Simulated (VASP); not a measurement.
# H9ClO4 in VASP: notebook, part 2 of 2

VASP 6.6.1. Earlier steps stand in the parts before.

**3. Single point, PBEsol**

INCAR reads:

```
SYSTEM = H9ClO4
PREC     = Accurate       ! precision mode
ENCUT    = 520            ! plane-wave cutoff, eV
EDIFF    = 1E-6           ! SCF threshold, eV
ISMEAR   = -1             ! smearing method
SIGMA    = 0.02           ! smearing width, eV
LREAL    = .FALSE.        ! projectors in reciprocal space
LASPH    = .TRUE.         ! aspherical terms in the spheres
NELM     = 100            ! most SCF steps
ALGO     = Normal         ! electronic algorithm
ISIF     = 2              ! what is computed and relaxed
LWAVE    = .FALSE.        ! write WAVECAR
LCHARG   = .FALSE.        ! write CHGCAR
GGA      = PS             ! functional
NBANDS   = 33             ! bands
```

KPOINTS reads:

```
regular mesh
0
G
  1 1 1
  0 0 0
```

POSCAR reads:

```
H9ClO4
1.0
    6.0577750000      0.0000000000      0.0000000000
    0.0000000000      6.0577750000      0.0000000000
    0.0000000000      0.0000000000      6.0577750000
O H Cl
4 9 1
Direct
   -0.0654365671      0.3417756520      0.2273276904
    0.2863427579      0.1807099141      0.9548555369
    0.8902938785      0.1247157578      0.5676011407
    0.1695176859      0.7580506044      0.3059704264
   -0.1855301658      0.2300844782      0.2869040200
   -0.0044570820      0.2348717144      0.1142828844
    0.2515940259      0.0244149048      0.9981882787
    0.2963794462      0.2655925649      1.1055049090
    0.9009743677      0.1846882725      0.7200003302
    0.7596518524      0.0244149048      0.5999397469
    0.0968177260      0.8615869688      0.4002459649
    0.0498037646      0.6648480672      0.2333199896
    0.7086100095      0.4383457623      0.8407377296
    0.6428597959      0.6405487163      0.9014695990
```

Potentials or basis: VASP PAW PBE potentials, release 64 (O, H, Cl).

Run with:

```bash
> cat potpaw_PBE.64/O/POTCAR potpaw_PBE.64/H/POTCAR potpaw_PBE.64/Cl/POTCAR > POTCAR
> mpirun -np 1 vasp_gam > vasp.out
```

OUTCAR:

```text
SYSTEM = H9ClO4
   PREC = Accurate
   ENCUT = 520
   EDIFF = 1E-6
   ISMEAR = -1
   LREAL = .FALSE.
   LASPH = .TRUE.
   NELM = 100
   ISIF = 2
   GGA = PS

 ion  position               nearest neighbor table
   1  0.935  0.342  0.227-   6 1.01   5 1.06
   2  0.286  0.181  0.955-   7 1.00   8 1.05
   3  0.890  0.125  0.568-   9 0.99  10 1.02
   4  0.170  0.758  0.306-  11 0.96  12 1.02
   5  0.814  0.230  0.287-   1 1.06
   6  0.996  0.235  0.114-   1 1.01
   7  0.252  0.024  0.998-   2 1.00
   8  0.296  0.266  0.106-   2 1.05
   9  0.901  0.185  0.720-   3 0.99
  10  0.760  0.024  0.600-   3 1.02
  11  0.097  0.862  0.400-   4 0.96
  12  0.050  0.665  0.233-   4 1.02
  13  0.709  0.438  0.841-  14 1.34
  14  0.643  0.641  0.901-  13 1.34

  LATTYP: Found a simple cubic cell.
 ALAT       =     6.0577750000

  Lattice vectors:

 A1 = (   6.0577750000,   0.0000000000,   0.0000000000)
 A2 = (   0.0000000000,   6.0577750000,   0.0000000000)
 A3 = (   0.0000000000,   0.0000000000,   6.0577750000)

Analysis of symmetry for initial positions (statically):
=====================================================================
 Subroutine PRICEL returns:
 Original cell was already a primitive cell.

 Routine SETGRP: Setting up the symmetry group for a
 simple cubic supercell.

 Subroutine GETGRP returns: Found  1 space group operations
 (whereof  1 operations were pure point group operations)
 out of a pool of 48 trial point group operations.

The static configuration has the point symmetry C_1 .

Analysis of symmetry for dynamics (positions and initial velocities):
=====================================================================
 Subroutine PRICEL returns:
 Original cell was already a primitive cell.

 Routine SETGRP: Setting up the symmetry group for a
 simple cubic supercell.

 Subroutine GETGRP returns: Found  1 space group operations
 (whereof  1 operations were pure point group operations)
 out of a pool of 48 trial point group operations.

The dynamic configuration has the point symmetry C_1 .

 Subroutine INISYM returns: Found  1 space group operations
 (whereof  1 operations are pure point group operations),
 and found     1 'primitive' translations

----------------------------------------------------------------------------------------

                                     Primitive cell

  volume of cell :     222.3000

  direct lattice vectors                    reciprocal lattice vectors
     6.057775000  0.000000000  0.000000000     0.165077112  0.000000000  0.000000000
     0.000000000  6.057775000  0.000000000     0.000000000  0.165077112  0.000000000
     0.000000000  0.000000000  6.057775000     0.000000000  0.000000000  0.165077112

  length of vectors
     6.057775000  6.057775000  6.057775000     0.165077112  0.165077112  0.165077112

  position of ions in fractional coordinates (direct lattice)
[... 60 lines left out ...]
  0.000000  0.000000  0.000000      1.000000
   k-points           NKPTS =      1   k-points in BZ     NKDIM =      1   number of bands    NBANDS=     33
   number of dos      NEDOS =    301   number of ions     NIONS =     14
   total plane-waves  NPLWV = 110592
   dimension x,y,z NGX =    48 NGY =   48 NGZ =   48
   dimension x,y,z NGXF=    96 NGYF=   96 NGZF=   96
   ions per type =               4   9   1
   NGX,Y,Z   is equivalent  to a cutoff of  13.17, 13.17, 13.17 a.u.
   NGXF,Y,Z  is equivalent  to a cutoff of  26.35, 26.35, 26.35 a.u.
 SYSTEM =  H9ClO4
   PREC   = accura    normal or accurate (medium, high low for compatibility)
   ISTART =      0    job   : 0-new  1-cont  2-samecut
   ICHARG =      2    charge: 1-file 2-atom 10-const
   ISPIN  =      1    spin polarized calculation?
   LNONCOLLINEAR =      F non collinear calculations
   LSORBIT =      F    spin-orbit coupling
   LASPH  =      T    aspherical Exc in radial PAW
   ENCUT  =  520.0 eV  38.22 Ry    6.18 a.u.  11.26 11.26 11.26*2*pi/ulx,y,z
   NELM   =    100;   NELMIN=  2; NELMDL= -5     # of ELM steps
   EDIFF  = 0.1E-05   stopping-criterion for ELM
   LREAL  =      F    real-space projection
   EDIFFG = 0.1E-04   stopping-criterion for IOM
   NSW    =      0    number of steps for IOM
   IBRION =     -1    ionic relax: 0-MD 1-quasi-New 2-CG
   NFREE  =      0    steps in history (QN), initial steepest desc. (CG)
   ISIF   =      2    stress and relaxation
   ISYM   =      2    0-nonsym 1-usesym 2-fastsym
   POTIM  = 0.5000    time-step for ionic-motion
   TEBEG  =    0.0;   TEEND  =   0.0 temperature during run
   PSTRESS=    0.0 pullay stress
   NELECT =      40.0000    total number of electrons
   NUPDOWN=      -1.0000    fix difference up-down
   EMIN   =  10.00;   EMAX   =-10.00  energy-range for DOS
   EFERMI =   0.00;   METHOD = LEGACY
   ISMEAR =    -1;   SIGMA  =   0.02  broadening in eV -4-tet -1-fermi 0-gaus
   EFERMI_NEDOS =   21; number of points for ismear=-14 and -15
   IALGO  =     38    algorithm
   IMIX   =      4    mixing-type and parameters
     AMIX     =   0.40;   BMIX     =  1.00
     AMIX_MAG =   1.60;   BMIX_MAG =  1.00
  volume/ion in A,a.u.               =      15.88       107.15
  Fermi-wavevector in a.u.,A,eV,Ry     =   0.924233  1.746548 11.622199  0.854207
  Thomas-Fermi vector in A             =   2.049957
   LORBIT       =      0    0 simple, 1 ext, 2 COOP (PROOUT), +10 PAW based schemes
   GGA     = PS    functional components
   LHFCALC =     F    Hartree Fock is set to
   AEXX    =    0.0000 exact exchange contribution
   IVDW    =     0    specifies the selected vdW correction
   LEPSILON=     F    determine dielectric tensor
   LRPA    =     F    only Hartree local field effects (RPA)
 non-spin polarized calculation
  energy-cutoff  :      520.00
  volume of cell :      222.30
 maximum number of plane-waves:      3016
 NGX is ok and might be reduce to    48
   NGX = 23   NGY = 23   NGZ = 23

 number of electron      39.9999994 magnetization

 Free energy of the ion-electron system (eV)
  ---------------------------------------------------
  ext. energy  EPLUGINS =         0.00000000
  ---------------------------------------------------
  free energy    TOTEN  =       -63.29412991 eV

  energy without entropy =      -63.29412991  energy(sigma->0) =      -63.29412991

 E-fermi :  -3.5251     XC(G=0):  -5.7014

 val. band max:       -4.0404141559   @ k =   0.0000   0.0000   0.0000
 cond. band min:      -0.3417386787   @ k =   0.0000   0.0000   0.0000
 fundamental gap:      3.6986754773
 Fermi energy:        -3.5251471384

 k-point     1 :       0.0000    0.0000    0.0000
  band No.  band energies     occupation
      1     -23.2035      2.00000
      2     -22.4173      2.00000
      3     -21.9169      2.00000
      4     -21.7897      2.00000
      5     -18.2029      2.00000
      6     -10.5647      2.00000
[... 24 lines left out ...]
     31       6.1515      0.00000
     32       6.4965      0.00000
 [bands above 32 left out]

------------------------ aborting loop because EDIFF is reached ----------------------------------------

  FORCE on cell =-STRESS in cart. coord.  units (eV):
  Direction    XX          YY          ZZ          XY          YZ          ZX
  --------------------------------------------------------------------------------------
  -------------------------------------------------------------------------------------
  Total       -2.6375995     -5.4974561     -1.9131896     -2.7705851     -2.5755298      0.1133566
  in kB      -19.0099083    -39.6216845    -13.7888858    -19.9683721    -18.5625550      0.8169922
  external PRESSURE =     -24.1401595 kB  Pullay stress =       0.0000000 kB

 VOLUME and BASIS-vectors are now :
 -----------------------------------------------------------------------------
  energy-cutoff  :      520.00
  volume of cell :      222.30
      direct lattice vectors                 reciprocal lattice vectors
     6.057775000  0.000000000  0.000000000     0.165077112  0.000000000  0.000000000
     0.000000000  6.057775000  0.000000000     0.000000000  0.165077112  0.000000000
     0.000000000  0.000000000  6.057775000     0.000000000  0.000000000  0.165077112

 POSITION                                       TOTAL-FORCE (eV/Angst)
 -----------------------------------------------------------------------------------
      5.66137      2.07040      1.37710        -1.753879     -2.779496     -1.119332
      1.73460      1.09470      5.78430        -0.297332      0.283430      2.344799
      5.39320      0.75550      3.43840        -2.047117     -1.533903      2.040236
      1.02690      4.59210      1.85350        -0.404977     -1.218161     -1.761610
      4.93387      1.39380      1.73800         1.914409      2.359806     -0.125360
      6.03078      1.42280      0.69230         0.167874      1.231592      0.422415
      1.52410      0.14790      6.04680         0.419474      0.826013      0.089292
      1.79540      1.60890      0.63913        -0.029931     -1.368265     -2.228556
      5.45790      1.11880      4.36160         0.775720      0.059987     -0.734621
      4.60180      0.14790      3.63430         1.079826      0.458936     -0.575884
      0.58650      5.21930      2.42460        -0.652940      0.703293      0.716712
      0.30170      4.02750      1.41340         1.027923      0.670381      0.990439
      4.29260      2.65540      5.09300        -0.475725      1.321256      0.376678
      3.89430      3.88030      5.46090         0.276675     -1.014870     -0.435209
 -----------------------------------------------------------------------------------
    total drift:                                0.000235      0.000836     -0.000010

  FREE ENERGIE OF THE ION-ELECTRON SYSTEM (eV)
  ---------------------------------------------------
  free  energy   TOTEN  =       -63.2941299081 eV

  energy  without entropy=      -63.2941299081  energy(sigma->0) =      -63.29412991
```

It took 19 s on 1 thread of Intel Xeon 8259CL, shared host; peak memory 0.3 GiB.

What came out:

```
Free energy   : -63.2941 eV
Pressure      : -2.4 GPa
Largest force : 3.472 eV/Å
```

Forces on the atoms (eV/Å):
```
O   -1.754 -2.779 -1.119
O   -0.297  0.283  2.345
O   -2.047 -1.534  2.040
O   -0.405 -1.218 -1.762
H    1.914  2.360 -0.125
H    0.168  1.232  0.422
H    0.419  0.826  0.089
H   -0.030 -1.368 -2.229
H    0.776  0.060 -0.735
H    1.080  0.459 -0.576
H   -0.653  0.703  0.717
H    1.028  0.670  0.990
H   -0.476  1.321  0.377
Cl   0.277 -1.015 -0.435
```

Caveat: the k points lie up to 1.04 Å⁻¹ apart; the atoms stand as in a frame of molecular dynamics; the PAW data sets were made with another functional, which shifts forces and pressure a little.

**4. Single point, PBEsol**

INCAR reads:

```
SYSTEM = H9ClO4
PREC = Accurate
ENCUT = 520
EDIFF = 1E-6
ISMEAR = -1
SIGMA = 0.02
LREAL = .FALSE.
LASPH = .TRUE.
NELM = 100
ALGO = Normal
ISIF = 2
LWAVE = .FALSE.
LCHARG = .FALSE.
GGA = PS
NBANDS = 33
```

KPOINTS is that of step 3.

POSCAR reads:

```
H9ClO4
1.0
    6.0577750000      0.0000000000      0.0000000000
    0.0000000000      6.0577750000      0.0000000000
    0.0000000000      0.0000000000      6.0577750000
O H Cl
4 9 1
Direct
   -0.1191196438      0.3246571555      0.1590683048
    0.3582008246      0.1782832806      0.9307047555
    0.9067850820      0.0678632006      0.5932541238
    0.1111299116      0.7570766494      0.3019755603
    0.0033015422      0.3364766767      0.2794260269
   -0.0294662644      0.3307650086      0.0295157876
    0.3478504897      0.0252567981      0.8724655505
    0.5033036057      0.1893434471      1.0260367874
    1.0208368584      0.1717462270      0.6550920099
    0.8171317026      0.1325569207      0.4659136399
    0.0047872362      0.8393015587      0.3904733999
    0.0144772627      0.6784339134      0.1810070529
    0.4683072580      0.5243839529      1.0255745715
    0.6378579594      0.6584595829      0.9546409366
```

Run with:

```bash
> cat potpaw_PBE.64/O/POTCAR potpaw_PBE.64/H/POTCAR potpaw_PBE.64/Cl/POTCAR > POTCAR
> mpirun -np 1 vasp_gam > vasp.out
```

Wall time 20 s (1 thread of Intel Xeon 8259CL, shared host); peak memory 0.29 GiB.

The run converged. Its results:

```
Free energy   : -63.3338 eV
Pressure      : -3.2 GPa
Largest force : 3.319 eV/Å
```

Forces on the atoms (eV/Å):
```
O    1.453 -0.005  2.984
O    1.715  0.000  1.097
O   -0.188  0.660 -0.594
O   -1.039 -1.735 -2.267
H   -1.725 -0.178 -1.575
H    0.536 -0.240 -1.110
H    0.474  0.683  0.659
H   -2.223 -0.708 -1.731
H   -1.143 -0.565 -0.985
H    1.304 -0.145  1.515
H   -0.146  0.327  0.372
H    1.239  1.312  2.010
H    1.527  1.223 -0.653
Cl  -1.784 -0.629  0.279
```

Stress tensor (GPa, compression positive):
```
-5.09 -2.85 -3.70
-2.85 -1.43 -1.43
-3.70 -1.43 -3.11
```

Levels at points of the mesh, in eV from the Fermi level:
```tsv
k point	band 16	band 17	band 18	band 19	band 20	band 21	band 22	band 23	band 24	band 25
(0.00, 0.00, 0.00)	-1.88	-1.64	-1.34	-1.10	-0.57	3.13	5.40	6.64	6.98	7.31
```

Caveat: the k points lie up to 1.04 Å⁻¹ apart; the atoms stand as in a frame of molecular dynamics; the PAW data sets were made with another functional, which shifts forces and pressure a little.

**5. Single point, PBEsol**

INCAR reads:

```
SYSTEM = H9ClO4
  ALGO = Normal
  EDIFF = 1E-6
  ENCUT = 520
  GGA = PS
  ISIF = 2
  ISMEAR = -1
  LASPH = .True.
  LCHARG = .True.
  LELF = .True.
  LREAL = .False.
  LVHAR = .True.
  LWAVE = .False.
  NBANDS = 33
  NELM = 80
  PREC = Accurate
  SIGMA = 0.02
```

KPOINTS reads:

```
k-points
0
Gamma
  1 1 1
  0 0 0
```

POSCAR reads:

```
H9ClO4
1.0
    6.0577750000      0.0000000000      0.0000000000
    0.0000000000      6.0577750000      0.0000000000
    0.0000000000      0.0000000000      6.0577750000
O H Cl
4 9 1
Direct
   -0.0867150067      0.2409300444      0.1223551552
    0.4240335767      0.1506493721      0.9186706340
    0.9178617562      0.0390572446      0.6365703579
    0.0665095683      0.7683184007      0.2541692288
    0.0564728799      0.2517756107      0.0456108059
   -0.1620562005      0.3010016054      0.0112087359
    0.4229440677      0.0170194502      0.8279607612
    0.5912897062      0.1611647841      0.9485660989
    1.0823941134      0.0089471795      0.6434705812
    0.8742153679      0.1499395405      0.5161135896
    0.0713628354      0.6975663507      0.3988428094
   -0.0431016339      0.8984651956      0.2768178085
    0.4930027939      0.8533331132      1.1262385942
    0.5952350492      0.7103433191      0.9860881264
```

Run with:

```bash
> cat potpaw_PBE.64/O/POTCAR potpaw_PBE.64/H/POTCAR potpaw_PBE.64/Cl/POTCAR > POTCAR
> mpirun -np 1 vasp_gam > vasp.out
```

Wall time 29 s (1 thread of Intel Xeon 8259CL, shared host); peak memory 0.3 GiB.

Results (log left out):

```yaml
Free_energy: -62.9975 eV
Pressure: -0.9 GPa
Largest_force: 5.873 eV/Å
```

Forces in eV/Å, atoms in the order of the input:
```
O    3.424 -2.009  3.330
O    1.686  0.306  0.013
O    0.331  0.687 -0.746
O   -1.086  1.804  0.411
H    0.416 -0.512  0.831
H   -3.633  2.631 -3.791
H   -0.016 -0.031  0.115
H   -2.104 -0.173 -0.362
H   -1.792  0.871 -0.597
H    1.325 -1.288  1.228
H   -0.161  0.030 -0.147
H    1.572 -1.835 -0.379
H    0.515 -1.121 -0.981
Cl  -0.476  0.641  1.074
```

Stress tensor (GPa, compression positive):
```
-2.49  1.08  1.68
 1.08 -0.47 -0.89
 1.68 -0.89  0.27
```

Levels at points of the mesh, in eV from the Fermi level:
```
           k point  band 17  band 18  band 19  band 20  band 21  band 22  band 23  band 24
(0.00, 0.00, 0.00)    -1.59    -1.17    -0.98    -0.50     3.40     5.78     6.63     6.96
```

Caveat: the k points lie up to 1.04 Å⁻¹ apart; the atoms stand as in a frame of molecular dynamics; the PAW data sets were made with another functional, which shifts forces and pressure a little.

**6. The runs side by side**

```csv
cell,pressure (GPa),largest force (eV/Å)
"as given, atomic positions A",-0.2,0.20
"as given, atomic positions B",-2.4,3.47
"as given, atomic positions C",-3.2,3.32
"as given, atomic positions D",-0.9,5.87
```

Alike in all rows: task single point; level PBEsol; potentials or basis VASP PAW PBE potentials, release 64 (O, H, Cl); no spin polarisation; k mesh 1 × 1 × 1; cutoff (eV) 520; smearing fermi-dirac 0.02 eV.

Caveats: all runs use coarse meshes; the PAW data sets were made with another functional, which shifts forces and pressure a little; the atoms stand as in a frame of molecular dynamics (at least some runs).

Absolute energies hang on the potentials; compare differences alone.
